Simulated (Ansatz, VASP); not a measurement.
**TaTe in VASP and in Ansatz**

```
CELL_PARAMETERS angstrom
3.42009 0.00000 0.00000
0.00000 3.42009 0.00000
0.00000 0.00000 3.42009
ATOMIC_POSITIONS crystal
Ta 0.50000 0.50000 0.50000
Te 0.00000 0.00000 0.00000
```

Alike in both runs: task relaxation of cell and atoms; functional PBE; dispersion D4; k mesh 8 × 8 × 8; occupations fermi-dirac, width 0.05 eV; no spin polarisation.

|  | VASP | Ansatz |
| --- | --- | --- |
| version | VASP 6.6.1 | Ansatz 0.2.0 |
| potentials or method | VASP PAW PBE potentials, release 64 (Ta_pv, Te) | Ansatz PAW |
| plane-wave cutoff (eV) | 600 | 420 |
| valence electrons in the cell | 17 | 29 |

```csv
,VASP,Ansatz,Ansatz less VASP
"gap on the k mesh at the Fermi level, each at its own relaxed structure (eV)",none,none,-
relaxed volume (Å³/atom),19.51,19.49,-0.014
relaxed cell length with the largest relative difference (Å),3.392,3.391,-0.0008
```

A gap of «none» marks a metal or a gap that the smearing closes. VASP's potentials hold 17 valence electrons a cell and Ansatz's 29, so a difference there can come from the potentials and not from the codes.

Spin-orbit coupling is off throughout. Noted on Ansatz's run: the plane-wave basis is chosen anew once the cell has moved, so the energies of steps on either side of that aren't comparable.
